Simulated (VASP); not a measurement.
# MgAu: single point with LDA

MgAu:

```xyz
2
Lattice="3.2698 0.0000 0.0000 0.0000 3.2698 0.0000 0.0000 0.0000 3.2698" Properties=species:S:1:pos:R:3 pbc="T T T"
Mg    1.6349    1.6349    1.6349
Au    0.0000    0.0000    0.0000
```

```
Program                : VASP 6.6.1
Task                   : single point
Functional             : LDA
Potentials or basis    : VASP PAW LDA potentials, release 64 (Mg, Au)
Cutoff                 : 520 eV
k mesh                 : 9 × 9 × 9
Occupations            : methfessel-paxton, width 0.1 eV
Spin                   : no spin polarisation
Dipole correction      : no
Further INCAR settings : ALGO = Normal; EDIFF = 1e-06; NBANDS = 14
```

- Pressure: -4.6 GPa

Levels at points of the mesh, in eV from the Fermi level:
```
           k point  band 2  band 3  band 4  band 5  band 6  band 7  band 8  band 9  band 10  band 11
(0.00, 0.00, 0.00)   -5.88   -5.88   -4.14   -4.14   -4.14    5.23    5.23    5.23     8.82     8.82
```

Run time: 14 s on 1 thread of Intel Xeon 8259CL (shared host), peak memory 0.14 GiB.

Caveat: spin-orbit coupling is left out, which moves the levels of the heavy elements.
